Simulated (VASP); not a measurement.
# ZnS (P3m1) in VASP: a series of runs

Runs on ZnS. Level: PBE. Tasks: single point.

Program: VASP 6.6.1. These are calculated values, not measurements. Logs are shortened: lines on timing, memory, paths and dates and some standing lists are left out, and cuts for length are marked.

**1. The cell of the first run**

It takes space group P3m1 (No. 156, trigonal). The conventional cell has a = 3.811 Å, b = 3.811 Å, c = 6.234 Å, α = 90.00°, β = 90.00°, γ = 120.00°. Zn (site symmetry 3m) has 4 S at 2.20 to 3.00 Å within 3.1 Å. Zn (site symmetry 3m) has 4 S at 2.31 to 2.40 Å within 3.1 Å. Within 3.1 Å of S (site symmetry 3m) lie 4 Zn at 2.31 to 3.00 Å. Within 2.9 Å of S (site symmetry 3m) lie 4 Zn at 2.20 to 2.40 Å.

**2. Single point, PBE (atom 1 (Zn) moved by (+0.000, -0.600) A along x and z)**

INCAR reads:

```
SYSTEM = ZnS
PREC = Accurate
ENCUT = 520
EDIFF = 1E-6
ISMEAR = -1
SIGMA = 0.02
LREAL = .False.
LASPH = .True.
NELM = 60
ALGO = Normal
ISIF = 2
LWAVE = .False.
LCHARG = .False.
GGA = PE
NBANDS = 26
```

KPOINTS reads:

```
Automatic mesh
0
Gamma
  12 12 6
  0 0 0
```

POSCAR reads:

```
ZnS
1.0
    3.8109987816      0.0000000000      0.0000000000
   -1.9054993908      3.3004217586      0.0000000000
    0.0000000000      0.0000000000      6.2340000000
Zn S
2 2
Direct
    0.3333333333      0.6666666667     -0.0962463908
    0.6666666667      0.3333333333      0.5000000000
    0.3333333333      0.6666666667      0.3850000000
    0.6666666667      0.3333333333      0.8850000000
```

Potentials or basis: VASP PAW PBE potentials, release 64 (Zn, S).

The run is started by

```
> cat potpaw_PBE.64/Zn/POTCAR potpaw_PBE.64/S/POTCAR > POTCAR
> mpirun -np 1 vasp_std > vasp.out
```

OUTCAR:

```text
SYSTEM = ZnS
   PREC = Accurate
   ENCUT = 520
   EDIFF = 1E-6
   ISMEAR = -1
   LREAL = .False.
   LASPH = .True.
   NELM = 60
   ISIF = 2
   GGA = PE

 ion  position               nearest neighbor table
   1  0.333  0.667  0.904-   4 2.20   4 2.20   4 2.20
   2  0.667  0.333  0.500-   3 2.31   3 2.31   3 2.31   4 2.40
   3  0.333  0.667  0.385-   2 2.31   2 2.31   2 2.31
   4  0.667  0.333  0.885-   1 2.20   1 2.20   1 2.20   2 2.40

  LATTYP: Found a hexagonal cell.
 ALAT       =     3.8109987816
 C/A-ratio  =     1.6357916539

  Lattice vectors:

 A1 = (   3.8109987816,   0.0000000000,   0.0000000000)
 A2 = (  -1.9054993908,   3.3004217586,   0.0000000000)
 A3 = (   0.0000000000,   0.0000000000,   6.2340000000)

Analysis of symmetry for initial positions (statically):
=====================================================================
 Subroutine PRICEL returns:
 Original cell was already a primitive cell.

 Routine SETGRP: Setting up the symmetry group for a
 hexagonal supercell.

 Subroutine GETGRP returns: Found  6 space group operations
 (whereof  6 operations were pure point group operations)
 out of a pool of 24 trial point group operations.

The static configuration has the point symmetry C_3v.

Analysis of symmetry for dynamics (positions and initial velocities):
=====================================================================
 Subroutine PRICEL returns:
 Original cell was already a primitive cell.

 Routine SETGRP: Setting up the symmetry group for a
 hexagonal supercell.

 Subroutine GETGRP returns: Found  6 space group operations
 (whereof  6 operations were pure point group operations)
 out of a pool of 24 trial point group operations.

The dynamic configuration has the point symmetry C_3v.

 Subroutine INISYM returns: Found  6 space group operations
 (whereof  6 operations are pure point group operations),
 and found     1 'primitive' translations

----------------------------------------------------------------------------------------

                                     Primitive cell

  volume of cell :      78.4106

  direct lattice vectors                    reciprocal lattice vectors
     3.810998782  0.000000000  0.000000000     0.262398405  0.151495789  0.000000000
    -1.905499391  3.300421759  0.000000000     0.000000000  0.302991579  0.000000000
     0.000000000  0.000000000  6.234000000     0.000000000  0.000000000  0.160410651

  length of vectors
     3.810998782  3.810998782  6.234000000     0.302991579  0.302991579  0.160410651

  position of ions in fractional coordinates (direct lattice)
     0.333333333  0.666666667  0.903753609
     0.666666667  0.333333333  0.500000000
     0.333333333  0.666666667  0.385000000
     0.666666667  0.333333333  0.885000000

  ion indices of the primitive-cell ions
   primitive index   ion index
                 1           1
                 2           2
                 3           3
                 4           4

----------------------------------------------------------------------------------------

 KPOINTS: Automatic mesh

Automatic generation of k-mesh.
 Grid dimensions read from file:
 generate k-points for:   12   12    6

 Generating k-lattice:

  Cartesian coordinates                     Fractional coordinates (reciprocal lattice)
     0.021866534  0.012624649  0.000000000     0.083333333  0.000000000  0.000000000
     0.000000000  0.025249298  0.000000000     0.000000000  0.083333333  0.000000000
     0.000000000  0.000000000  0.026735109     0.000000000  0.000000000  0.166666667

  Length of vectors
     0.025249298  0.025249298  0.026735109

  Shift w.r.t. Gamma in fractional coordinates (k-lattice)
     0.000000000  0.000000000  0.000000000

 Subroutine IBZKPT returns following result:
 ===========================================

 Found    100 irreducible k-points:

 Following reciprocal coordinates:
            Coordinates               Weight
  0.000000  0.000000  0.000000      1.000000
  0.083333  0.000000  0.000000      6.000000
  0.166667  0.000000  0.000000      6.000000
  0.250000 -0.000000  0.000000      6.000000
  0.333333 -0.000000  0.000000      6.000000
  0.416667 -0.000000  0.000000      6.000000
[... 16 lines left out ...]
  0.166667  0.000000  0.166667      6.000000
  0.000000  0.166667  0.166667      6.000000
 [... further k-points ...]
   k-points           NKPTS =    100   k-points in BZ     NKDIM =    100   number of bands    NBANDS=     26
   number of dos      NEDOS =    301   number of ions     NIONS =      4
   total plane-waves  NPLWV =  37632
   dimension x,y,z NGX =    28 NGY =   28 NGZ =   48
   dimension x,y,z NGXF=    56 NGYF=   56 NGZF=   96
   ions per type =               2   2
   NGX,Y,Z   is equivalent  to a cutoff of  12.21, 12.21, 12.80 a.u.
   NGXF,Y,Z  is equivalent  to a cutoff of  24.43, 24.43, 25.60 a.u.
 SYSTEM =  ZnS
   PREC   = accura    normal or accurate (medium, high low for compatibility)
   ISTART =      0    job   : 0-new  1-cont  2-samecut
   ICHARG =      2    charge: 1-file 2-atom 10-const
   ISPIN  =      1    spin polarized calculation?
   LNONCOLLINEAR =      F non collinear calculations
   LSORBIT =      F    spin-orbit coupling
   LASPH  =      T    aspherical Exc in radial PAW
   ENCUT  =  520.0 eV  38.22 Ry    6.18 a.u.   7.09  7.09 11.59*2*pi/ulx,y,z
   NELM   =     60;   NELMIN=  2; NELMDL= -5     # of ELM steps
   EDIFF  = 0.1E-05   stopping-criterion for ELM
   LREAL  =      F    real-space projection
   EDIFFG = 0.1E-04   stopping-criterion for IOM
   NSW    =      0    number of steps for IOM
   IBRION =     -1    ionic relax: 0-MD 1-quasi-New 2-CG
   NFREE  =      0    steps in history (QN), initial steepest desc. (CG)
   ISIF   =      2    stress and relaxation
   ISYM   =      2    0-nonsym 1-usesym 2-fastsym
   POTIM  = 0.5000    time-step for ionic-motion
   TEBEG  =    0.0;   TEEND  =   0.0 temperature during run
   PSTRESS=    0.0 pullay stress
   NELECT =      36.0000    total number of electrons
   NUPDOWN=      -1.0000    fix difference up-down
   EMIN   =  10.00;   EMAX   =-10.00  energy-range for DOS
   EFERMI =   0.00;   METHOD = LEGACY
   ISMEAR =    -1;   SIGMA  =   0.02  broadening in eV -4-tet -1-fermi 0-gaus
   EFERMI_NEDOS =   21; number of points for ismear=-14 and -15
   IALGO  =     38    algorithm
   IMIX   =      4    mixing-type and parameters
     AMIX     =   0.40;   BMIX     =  1.00
     AMIX_MAG =   1.60;   BMIX_MAG =  1.00
  volume/ion in A,a.u.               =      19.60       132.29
  Fermi-wavevector in a.u.,A,eV,Ry     =   1.262944  2.386617 21.701656  1.595027
  Thomas-Fermi vector in A             =   2.396326
   LORBIT       =      0    0 simple, 1 ext, 2 COOP (PROOUT), +10 PAW based schemes
   GGA     = PE    functional components
   LHFCALC =     F    Hartree Fock is set to
   AEXX    =    0.0000 exact exchange contribution
   IVDW    =     0    specifies the selected vdW correction
   LEPSILON=     F    determine dielectric tensor
   LRPA    =     F    only Hartree local field effects (RPA)
 non-spin polarized calculation
  energy-cutoff  :      520.00
  volume of cell :       78.41
 maximum number of plane-waves:      2133
   NGX = 15   NGY = 15   NGZ = 23

 number of electron      35.9999982 magnetization

 Free energy of the ion-electron system (eV)
  ---------------------------------------------------
  ext. energy  EPLUGINS =         0.00000000
  ---------------------------------------------------
  free energy    TOTEN  =       -13.04132027 eV

  energy without entropy =      -13.04132027  energy(sigma->0) =      -13.04132027

 E-fermi :   2.7813     XC(G=0):  -9.6312

 val. band max:        2.4136202010   @ k =   0.0000   0.0000   0.0000
 cond. band min:       4.0213795472   @ k =   0.0000   0.0000   0.0000
 fundamental gap:      1.6077593462
 Fermi energy:         2.7813255484

 k-point     1 :       0.0000    0.0000    0.0000
  band No.  band energies     occupation
      1     -11.6844      2.00000
      2      -9.7643      2.00000
      3      -5.2352      2.00000
      4      -5.2352      2.00000
      5      -4.4347      2.00000
      6      -4.4347      2.00000
[... 18 lines left out ...]
     25       9.6236      0.00000
     26      10.9820      0.00000

 k-point     2 :       0.0833    0.0000    0.0000
  band No.  band energies     occupation
      1     -11.6384      2.00000
      2      -9.7281      2.00000
      3      -5.2376      2.00000
      4      -5.2119      2.00000
      5      -4.4678      2.00000
      6      -4.4363      2.00000
[... 18 lines left out ...]
     25       9.7915      0.00000
     26      10.7104      0.00000

 k-point     3 :       0.1667    0.0000    0.0000
  band No.  band energies     occupation
      1     -11.5081      2.00000
      2      -9.6272      2.00000
      3      -5.2380      2.00000
      4      -5.1458      2.00000
      5      -4.5315      2.00000
      6      -4.4410      2.00000
[... 18 lines left out ...]
     25      10.1744      0.00000
     26      10.4653      0.00000

 k-point     4 :       0.2500   -0.0000    0.0000
  band No.  band energies     occupation
      1     -11.3178      2.00000
      2      -9.4844      2.00000
      3      -5.2179      2.00000
      4      -5.0491      2.00000
      5      -4.5963      2.00000
      6      -4.4472      2.00000
[... 18 lines left out ...]
     25      10.5640      0.00000
     26      10.8289      0.00000

 k-point     5 :       0.3333   -0.0000    0.0000
  band No.  band energies     occupation
      1     -11.1102      2.00000
      2      -9.3357      2.00000
      3      -5.1572      2.00000
      4      -4.9435      2.00000
      5      -4.6462      2.00000
      6      -4.4533      2.00000
[... 18 lines left out ...]
     25      10.9195      0.00000
     26      11.6045      0.00000

 k-point     6 :       0.4167   -0.0000    0.0000
  band No.  band energies     occupation
      1     -10.9447      2.00000
      2      -9.2234      2.00000
      3      -5.0583      2.00000
      4      -4.8592      2.00000
      5      -4.6695      2.00000
      6      -4.4575      2.00000
[... 427 lines left out ...]
 k-point    21 :       0.0833    0.0000    0.1667
  band No.  band energies     occupation
      1     -11.6224      2.00000
      2      -9.7587      2.00000
      3      -5.2382      2.00000
      4      -5.2122      2.00000
      5      -4.4710      2.00000
      6      -4.4372      2.00000
[... 18 lines left out ...]
     25       9.6686      0.00000
     26      10.6968      0.00000

 k-point    22 :       0.0000    0.0833    0.1667
  band No.  band energies     occupation
      1     -11.6224      2.00000
      2      -9.7587      2.00000
      3      -5.2381      2.00000
      4      -5.2122      2.00000
      5      -4.4712      2.00000
      6      -4.4371      2.00000
[... 18 lines left out ...]
     25       9.7394      0.00000
     26      10.7532      0.00000

 k-point    23 :       0.1667    0.0000    0.1667
  band No.  band energies     occupation
      1     -11.4936      2.00000
      2      -9.6536      2.00000
      3      -5.2391      2.00000
      4      -5.1461      2.00000
      5      -4.5353      2.00000
      6      -4.4417      2.00000
[... 18 lines left out ...]
     25      10.0483      0.00000
     26      10.3263      0.00000

 k-point    24 :       0.0000    0.1667    0.1667
  band No.  band energies     occupation
      1     -11.4936      2.00000
      2      -9.6536      2.00000
      3      -5.2386      2.00000
      4      -5.1462      2.00000
      5      -4.5360      2.00000
      6      -4.4414      2.00000
[... 18 lines left out ...]
     25      10.2170      0.00000
     26      10.6242      0.00000

 [... further k-points ...]

------------------------ aborting loop because EDIFF is reached ----------------------------------------

  FORCE on cell =-STRESS in cart. coord.  units (eV):
  Direction    XX          YY          ZZ          XY          YZ          ZX
  --------------------------------------------------------------------------------------
  -------------------------------------------------------------------------------------
  Total        3.6630437      3.6630437      0.8103105     -0.0000000     -0.0000000     -0.0000000
  in kB       74.8475566     74.8475566     16.5572033     -0.0000000     -0.0000000     -0.0000000
  external PRESSURE =      55.4174388 kB  Pullay stress =       0.0000000 kB

 VOLUME and BASIS-vectors are now :
 -----------------------------------------------------------------------------
  energy-cutoff  :      520.00
  volume of cell :       78.41
      direct lattice vectors                 reciprocal lattice vectors
     3.810998782  0.000000000  0.000000000     0.262398405  0.151495789  0.000000000
    -1.905499391  3.300421759  0.000000000     0.000000000  0.302991579  0.000000000
     0.000000000  0.000000000  6.234000000     0.000000000  0.000000000  0.160410651

 POSITION                                       TOTAL-FORCE (eV/Angst)
 -----------------------------------------------------------------------------------
     -0.00000      2.20028      5.63400         0.000000      0.000000      0.852506
      1.90550      1.10014      3.11700        -0.000000     -0.000000     -0.544195
     -0.00000      2.20028      2.40009         0.000000     -0.000000     -0.227328
      1.90550      1.10014      5.51709         0.000000     -0.000000     -0.080983
 -----------------------------------------------------------------------------------
    total drift:                                0.000002     -0.000001     -0.000160

  FREE ENERGIE OF THE ION-ELECTRON SYSTEM (eV)
  ---------------------------------------------------
  free  energy   TOTEN  =       -13.0413202652 eV

  energy  without entropy=      -13.0413202652  energy(sigma->0) =      -13.04132027
```

Run time: 62 s. Hardware: 1 thread of Intel Xeon 6975P-C (Granite Rapids), shared host; peak memory 0.3 GiB.

Results:

```yaml
Free_energy: -13.0413 eV
Pressure: 5.5 GPa
Largest_force: 0.853 eV/Å
Band_gap_on_the_k_mesh: 1.61 eV
```

Forces on the atoms (eV/Å):
```
Zn   0.000  0.000  0.853
Zn   0.000  0.000 -0.544
S    0.000  0.000 -0.227
S    0.000  0.000 -0.081
```

Stress tensor (GPa, compression positive):
```
7.48 0.00 0.00
0.00 7.48 0.00
0.00 0.00 1.66
```

Caveat: the cell differs from its parent crystal (atom 1 (Zn) moved by (+0.000, -0.600) A along x and z); the cell stands under pressure. A k mesh can miss the band edges.

(Continued in part 2 of 2.)
